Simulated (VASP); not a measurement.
# Sn4HO8 in VASP: notebook

Runs on Sn4HO8. Level: PBE. Tasks: single point.

Everything below comes from runs of VASP 6.6.1. Logs are shortened: lines on timing, memory, paths and dates and some standing lists are left out, and cuts for length are marked.

## Step 1: The cell of the first run

The cell holds a slab with vacuum, 26 atoms: a = 6.701 Å, b = 6.373 Å, c = 18.404 Å, α = 90.00°, β = 90.00°, γ = 90.00°.

## Step 2: Single point, PBE

INCAR reads:

```
SYSTEM = Sn4HO8
ALGO = Normal
EDIFF = 1E-6
ENCUT = 520
GGA = PE
ISIF = 2
ISMEAR = 0
LASPH = .True.
LCHARG = .False.
LREAL = Auto
LWAVE = .False.
NBANDS = 124
NELM = 100
PREC = Accurate
SIGMA = 0.05
```

KPOINTS reads:

```
k-points
0
Gamma
  2 2 1
  0 0 0
```

POSCAR reads:

```
Sn4HO8
1.0
    6.7005440000      0.0000000000      0.0000000000
    0.0000000000      6.3730000000      0.0000000000
    0.0000000000      0.0000000000     18.4039890000
Sn O H
8 16 2
Direct
    0.0000000000      0.0000000000      0.0543360464
    0.5000000000      0.2500000000      0.0543360464
    0.5044132238     -0.0001780951      0.2536134965
    0.0021874343      0.2435327161      0.2414603160
    0.0000000000      0.5000000000      0.0543360464
    0.5000000000      0.7500000000      0.0543360464
    0.5075693854      0.5027630629      0.2438622410
    0.0027818637      0.7593922799      0.2399809628
    0.0101630554      0.0030938334      0.1623016075
    0.1934999606      0.2500000000      0.0543360464
    0.5000000000      0.0000000000      0.1247857190
    0.8065000394      0.2500000000      0.0543360464
    0.5228854553     -0.0239031853      0.3604354469
    0.6966688078      0.2503439510      0.2316993886
    0.9986787640     -0.0001372980      0.3098504351
    0.3092481745      0.2560839479      0.2424270630
    0.0054577658      0.4992226581      0.1669094673
    0.1934999606      0.7500000000      0.0543360464
    0.5000000000      0.5000000000      0.1247857190
    0.8065000394      0.7500000000      0.0543360464
    0.5255558355      0.5260509964      0.3540143390
    0.6987198353      0.7524440609      0.2276377148
    0.9760444824      0.5033164914      0.3149409620
    0.3081788583      0.7478991056      0.2362543794
    0.6654211957      0.5556739369      0.3652411985
    1.0626059615      0.5030422093      0.3575264580
```

Potentials or basis: VASP PAW PBE potentials, release 64 (Sn_d, O, H).

Run with:

```sh
> cat potpaw_PBE.64/Sn_d/POTCAR potpaw_PBE.64/O/POTCAR potpaw_PBE.64/H/POTCAR > POTCAR
> mpirun -np 1 vasp_std > vasp.out
```

OUTCAR:

```text
SYSTEM = Sn4HO8
   EDIFF = 1E-6
   ENCUT = 520
   GGA = PE
   ISIF = 2
   ISMEAR = 0
   LASPH = .True.
   LREAL = Auto
   NELM = 100
   PREC = Accurate

 ion  position               nearest neighbor table
   1  0.000  0.000  0.054-   9 1.99  10 2.05  12 2.05  18 2.05  20 2.05   5 3.19   5 3.19   2 3.71
                             6 3.71   2 3.71   6 3.71   8 3.74
   2  0.500  0.250  0.054-  10 2.05  12 2.05  11 2.05  19 2.05   6 3.19   6 3.19   1 3.71   5 3.71
                             1 3.71   5 3.71
   3  0.504  1.000  0.254-  13 1.98  14 2.09  24 2.10  22 2.10  16 2.10  11 2.37   7 3.17   7 3.21
                             8 3.68   4 3.69   8 3.70   4 3.71
   4  0.002  0.244  0.241-  15 2.00  14 2.06  16 2.06   9 2.11  17 2.13  23 2.14   8 3.09   8 3.29
                             3 3.69   7 3.70   3 3.71
   5  0.000  0.500  0.054-  10 2.05  12 2.05  18 2.05  20 2.05  17 2.07   1 3.19   1 3.19   2 3.71
                             6 3.71   2 3.71   6 3.71
   6  0.500  0.750  0.054-  18 2.05  20 2.05  19 2.05  11 2.05   2 3.19   2 3.19   5 3.71   1 3.71
                             1 3.71   5 3.71
   7  0.508  0.503  0.244-  21 2.04  16 2.06  14 2.06  24 2.06  22 2.06  19 2.19   3 3.17   3 3.21
                             8 3.70   4 3.70   8 3.76
   8  0.003  0.759  0.240-  15 2.00  24 2.05  22 2.05   9 2.11  17 2.13  23 2.14   4 3.09   4 3.29
                             3 3.68   7 3.70   3 3.70   1 3.74   7 3.76
   9  0.010  0.003  0.162-   1 1.99   8 2.11   4 2.11
  10  0.193  0.250  0.054-   2 2.05   1 2.05   5 2.05
  11  0.500  0.000  0.125-   2 2.05   6 2.05   3 2.37
  12  0.807  0.250  0.054-   2 2.05   1 2.05   5 2.05
  13  0.523  0.976  0.360-   3 1.98
  14  0.697  0.250  0.232-   4 2.06   7 2.06   3 2.09
  15  0.999  1.000  0.310-   4 2.00   8 2.00
  16  0.309  0.256  0.242-   7 2.06   4 2.06   3 2.10
  17  0.005  0.499  0.167-   5 2.07   4 2.13   8 2.13
  18  0.193  0.750  0.054-   6 2.05   5 2.05   1 2.05
  19  0.500  0.500  0.125-   2 2.05   6 2.05   7 2.19
  20  0.807  0.750  0.054-   6 2.05   5 2.05   1 2.05
  21  0.526  0.526  0.354-  25 0.98   7 2.04
  22  0.699  0.752  0.228-   8 2.05   7 2.06   3 2.10
  23  0.976  0.503  0.315-  26 0.98   8 2.14   4 2.14
  24  0.308  0.748  0.236-   8 2.05   7 2.06   3 2.10
  25  0.665  0.556  0.365-  21 0.98
  26  0.063  0.503  0.358-  23 0.98

  LATTYP: Found a simple orthorhombic cell.
 ALAT       =     6.3730000000
 B/A-ratio  =     1.0513955751
 C/A-ratio  =     2.8878062137

  Lattice vectors:

 A1 = (   0.0000000000,  -6.3730000000,   0.0000000000)
 A2 = (   6.7005440000,   0.0000000000,   0.0000000000)
 A3 = (   0.0000000000,   0.0000000000,  18.4039890000)

Analysis of symmetry for initial positions (statically):
=====================================================================
 Subroutine PRICEL returns:
 Original cell was already a primitive cell.

 Routine SETGRP: Setting up the symmetry group for a
 simple orthorhombic supercell.

 Subroutine GETGRP returns: Found  1 space group operations
 (whereof  1 operations were pure point group operations)
 out of a pool of  8 trial point group operations.

The static configuration has the point symmetry C_1 .

Analysis of symmetry for dynamics (positions and initial velocities):
=====================================================================
 Subroutine PRICEL returns:
 Original cell was already a primitive cell.

 Routine SETGRP: Setting up the symmetry group for a
 simple orthorhombic supercell.

 Subroutine GETGRP returns: Found  1 space group operations
 (whereof  1 operations were pure point group operations)
 out of a pool of  8 trial point group operations.

The dynamic configuration has the point symmetry C_1 .

 Subroutine INISYM returns: Found  1 space group operations
 (whereof  1 operations are pure point group operations),
 and found     1 'primitive' translations

----------------------------------------------------------------------------------------

                                     Primitive cell

  volume of cell :     785.8976

  direct lattice vectors                    reciprocal lattice vectors
     6.700544000  0.000000000  0.000000000     0.149241614  0.000000000  0.000000000
     0.000000000  6.373000000  0.000000000     0.000000000  0.156911972  0.000000000
     0.000000000  0.000000000 18.403989000     0.000000000  0.000000000  0.054336046

  length of vectors
     6.700544000  6.373000000 18.403989000     0.149241614  0.156911972  0.054336046

  position of ions in fractional coordinates (direct lattice)
     0.000000000  0.000000000  0.054336046
     0.500000000  0.250000000  0.054336046
     0.504413224  0.999821905  0.253613497
     0.002187434  0.243532716  0.241460316
     0.000000000  0.500000000  0.054336046
     0.500000000  0.750000000  0.054336046
[... 18 lines left out ...]
     0.665421196  0.555673937  0.365241199
     0.062605961  0.503042209  0.357526458

  ion indices of the primitive-cell ions
   primitive index   ion index
                 1           1
                 2           2
                 3           3
                 4           4
                 5           5
                 6           6
[... 18 lines left out ...]
                25          25
                26          26

----------------------------------------------------------------------------------------

 KPOINTS: k-points

Automatic generation of k-mesh.
 Grid dimensions read from file:
 generate k-points for:    2    2    1

 Generating k-lattice:

  Cartesian coordinates                     Fractional coordinates (reciprocal lattice)
     0.074620807  0.000000000  0.000000000     0.500000000  0.000000000  0.000000000
     0.000000000  0.078455986  0.000000000     0.000000000  0.500000000  0.000000000
     0.000000000  0.000000000  0.054336046     0.000000000  0.000000000  1.000000000

  Length of vectors
     0.074620807  0.078455986  0.054336046

  Shift w.r.t. Gamma in fractional coordinates (k-lattice)
     0.000000000  0.000000000  0.000000000

 Subroutine IBZKPT returns following result:
 ===========================================

 Found      4 irreducible k-points:

 Following reciprocal coordinates:
            Coordinates               Weight
  0.000000  0.000000  0.000000      1.000000
  0.500000  0.000000  0.000000      1.000000
  0.000000  0.500000  0.000000      1.000000
  0.500000  0.500000  0.000000      1.000000
   k-points           NKPTS =      4   k-points in BZ     NKDIM =      4   number of bands    NBANDS=    124
   number of dos      NEDOS =    301   number of ions     NIONS =     26
   total plane-waves  NPLWV = 336000
   dimension x,y,z NGX =    50 NGY =   48 NGZ =  140
   dimension x,y,z NGXF=   100 NGYF=   96 NGZF=  280
   ions per type =               8  16   2
   NGX,Y,Z   is equivalent  to a cutoff of  12.41, 12.52, 12.65 a.u.
   NGXF,Y,Z  is equivalent  to a cutoff of  24.81, 25.04, 25.29 a.u.
 SYSTEM =  Sn4HO8
   PREC   = accura    normal or accurate (medium, high low for compatibility)
   ISTART =      0    job   : 0-new  1-cont  2-samecut
   ICHARG =      2    charge: 1-file 2-atom 10-const
   ISPIN  =      1    spin polarized calculation?
   LNONCOLLINEAR =      F non collinear calculations
   LSORBIT =      F    spin-orbit coupling
   LASPH  =      T    aspherical Exc in radial PAW
   ENCUT  =  520.0 eV  38.22 Ry    6.18 a.u.  12.46 11.85 34.22*2*pi/ulx,y,z
   NELM   =    100;   NELMIN=  2; NELMDL= -5     # of ELM steps
   EDIFF  = 0.1E-05   stopping-criterion for ELM
   LREAL  =      T    real-space projection
   EDIFFG = 0.1E-04   stopping-criterion for IOM
   NSW    =      0    number of steps for IOM
[... 5 lines left out ...]
   TEBEG  =    0.0;   TEEND  =   0.0 temperature during run
   PSTRESS=    0.0 pullay stress
   NELECT =     210.0000    total number of electrons
   NUPDOWN=      -1.0000    fix difference up-down
   EMIN   =  10.00;   EMAX   =-10.00  energy-range for DOS
   EFERMI =   0.00;   METHOD = LEGACY
   ISMEAR =     0;   SIGMA  =   0.05  broadening in eV -4-tet -1-fermi 0-gaus
   EFERMI_NEDOS =   21; number of points for ismear=-14 and -15
   IALGO  =     38    algorithm
   IMIX   =      4    mixing-type and parameters
     AMIX     =   0.40;   BMIX     =  1.00
     AMIX_MAG =   1.60;   BMIX_MAG =  1.00
  volume/ion in A,a.u.               =      30.23       203.98
  Fermi-wavevector in a.u.,A,eV,Ry     =   1.054450  1.992621 15.127836  1.111865
  Thomas-Fermi vector in A             =   2.189611
   LORBIT       =      0    0 simple, 1 ext, 2 COOP (PROOUT), +10 PAW based schemes
   GGA     = PE    functional components
   LHFCALC =     F    Hartree Fock is set to
   AEXX    =    0.0000 exact exchange contribution
   IVDW    =     0    specifies the selected vdW correction
   LEPSILON=     F    determine dielectric tensor
   LRPA    =     F    only Hartree local field effects (RPA)
 non-spin polarized calculation
 Gauss-broadening in eV      SIGMA  =   0.05
  energy-cutoff  :      520.00
  volume of cell :      785.90
 maximum number of plane-waves:     21232
 NGX is ok and might be reduce to    50
   NGX = 25   NGY = 23   NGZ = 69

 number of electron     210.0000018 magnetization

 Free energy of the ion-electron system (eV)
  ---------------------------------------------------
  ext. energy  EPLUGINS =         0.00000000
  ---------------------------------------------------
  free energy    TOTEN  =      -146.82559151 eV

  energy without entropy =     -146.78583635  energy(sigma->0) =     -146.80571393

 E-fermi :  -0.8709     XC(G=0):  -5.0798

 val. band max:       -0.8776962980   @ k =   0.5000   0.5000   0.0000
 cond. band min:      -0.8467616134   @ k =   0.0000   0.0000   0.0000
 fundamental gap:      0.0309346846
 Fermi energy:        -0.8708533564

 k-point     1 :       0.0000    0.0000    0.0000
  band No.  band energies     occupation
      1     -23.8574      2.00000
      2     -23.8002      2.00000
      3     -23.1673      2.00000
      4     -22.9970      2.00000
      5     -22.9898      2.00000
      6     -22.9633      2.00000
[... 109 lines left out ...]
    116       4.2635      0.00000
    117       4.6635      0.00000
[... 358 lines left out ...]
    116       4.3625      0.00000
    117       4.5969      0.00000
 [bands above 117 left out]

------------------------ aborting loop because EDIFF is reached ----------------------------------------

  FORCE on cell =-STRESS in cart. coord.  units (eV):
  Direction    XX          YY          ZZ          XY          YZ          ZX
  --------------------------------------------------------------------------------------
  -------------------------------------------------------------------------------------
  Total       29.6436584     14.8230495     -0.5465594      0.0818948     -0.2775255     -0.0421461
  in kB       60.4333175     30.2191464     -1.1142484      0.1669556     -0.5657799     -0.0859216
  external PRESSURE =      29.8460719 kB  Pullay stress =       0.0000000 kB

 VOLUME and BASIS-vectors are now :
 -----------------------------------------------------------------------------
  energy-cutoff  :      520.00
  volume of cell :      785.90
      direct lattice vectors                 reciprocal lattice vectors
     6.700544000  0.000000000  0.000000000     0.149241614  0.000000000  0.000000000
     0.000000000  6.373000000  0.000000000     0.000000000  0.156911972  0.000000000
     0.000000000  0.000000000 18.403989000     0.000000000  0.000000000  0.054336046

 POSITION                                       TOTAL-FORCE (eV/Angst)
 -----------------------------------------------------------------------------------
      0.00000      0.00000      1.00000         0.032171      0.021226      2.049198
      3.35027      1.59325      1.00000        -0.001550      0.007492      0.708795
      3.37984      6.37186      4.66750         0.003335      0.007230     -0.098218
      0.01466      1.55203      4.44383        -0.000791      0.021509     -0.059335
      0.00000      3.18650      1.00000         0.044132     -0.017654      2.800389
      3.35027      4.77975      1.00000        -0.005778     -0.006411      0.729314
[... 18 lines left out ...]
      4.45868      3.54131      6.72189        -0.013585     -0.001526      0.148398
      0.41949      3.20589      6.57991         0.177803      0.015903      0.010536
 -----------------------------------------------------------------------------------
    total drift:                               -0.028942     -0.004022     -0.034493

  FREE ENERGIE OF THE ION-ELECTRON SYSTEM (eV)
  ---------------------------------------------------
  free  energy   TOTEN  =      -146.8255915108 eV

  energy  without entropy=     -146.7858363506  energy(sigma->0) =     -146.80571393
```

It took 54 min on 1 thread of Intel Xeon 8259CL, shared host; peak memory 0.83 GiB.

What came out:

```yaml
Free_energy: -146.8256 eV
Largest_force: 2.801 eV/Å
Band_gap_on_the_k_mesh: zero (bands 105 and 106 overlap by 0.04 eV)
```

Forces in eV/Å, atoms in the order of the input:
```
Sn   0.032  0.021  2.049
Sn  -0.002  0.007  0.709
Sn   0.003  0.007 -0.098
Sn  -0.001  0.022 -0.059
Sn   0.044 -0.018  2.800
Sn  -0.006 -0.006  0.729
Sn  -0.020  0.005 -0.067
Sn  -0.018 -0.027 -0.059
O    0.002 -0.004  0.036
O   -0.745  0.148 -1.461
O   -0.086  0.111 -0.442
O    0.778  0.105 -1.390
O    0.025 -0.018  0.122
O    0.007  0.005  0.009
O    0.010 -0.002  0.122
O    0.002 -0.017 -0.022
O    0.007 -0.002  0.051
O   -0.794 -0.132 -1.422
O   -0.072 -0.080 -0.380
O    0.825 -0.092 -1.359
O   -0.184 -0.047  0.013
O    0.009 -0.011  0.012
O    0.022  0.002 -0.032
O   -0.002  0.006 -0.020
H   -0.014 -0.002  0.148
H    0.178  0.016  0.011
```

Levels at points of the mesh, in eV from the Fermi level:
| k point | band 103 | band 104 | band 105 | band 106 | band 107 | band 108 |
| --- | --- | --- | --- | --- | --- | --- |
| (0.00, 0.00, 0.00) | -0.57 | -0.02 | 0.02 | 0.30 | 0.49 | 1.06 |
| (0.50, 0.00, 0.00) | -0.52 | -0.15 | -0.01 | 0.02 | 1.10 | 1.30 |
| (0.00, 0.50, 0.00) | -0.58 | -0.55 | -0.25 | -0.02 | 0.96 | 0.98 |
| (0.50, 0.50, 0.00) | -0.24 | -0.12 | -0.05 | -0.01 | 0.65 | 0.67 |

Caveat: the k points lie up to 0.49 Å⁻¹ apart; spin-orbit coupling is left out, which moves the levels of the heavy elements.

(Continued in part 2 of 3.)
